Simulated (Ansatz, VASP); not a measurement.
Fe2Ge in VASP and in Ansatz

```
CELL_PARAMETERS angstrom
4.08503 0.00000 0.00000
-2.04251 3.53774 0.00000
0.00000 0.00000 4.96256
ATOMIC_POSITIONS crystal
Fe 0.00000 0.00000 0.00000
Fe 0.00000 0.00000 0.50000
Fe 0.66667 0.33333 0.75000
Fe 0.33333 0.66667 0.25000
Ge 0.66667 0.33333 0.25000
Ge 0.33333 0.66667 0.75000
```

Alike in both runs: functional BLYP; dispersion D3(BJ); k mesh 7 × 7 × 5; occupations fermi-dirac, width 0.15 eV; collinear spin.

Ansatz relaxed the structure, and its values are those at the end. VASP's run is a single point on that final structure, the one shown.

|  | VASP | Ansatz |
| --- | --- | --- |
| version | VASP 6.6.1 | Ansatz 0.2.0 |
| potentials or method | VASP PAW PBE potentials, release 64 (Fe, Ge_d), cutoff 520 eV | plane waves, PAW |
| valence electrons in the cell | 60 | 92 |

|  | VASP | Ansatz | Ansatz less VASP |
| --- | --- | --- | --- |
| pressure (GPa) | 0.5 | 0.0 | -0.48 |
| net moment per atom (μB) | 1.15 | 1.16 | +0.008 |
| size of the moment on the site where the two differ most (μB) | 0.08 | 0.05 | -0.027 |

VASP's potentials were made for PBE, not for BLYP. Site moments also hang on the region over which each program counts them. VASP's potentials hold 60 valence electrons a cell and Ansatz's 92, so a difference there can come from the potentials and not from the codes.
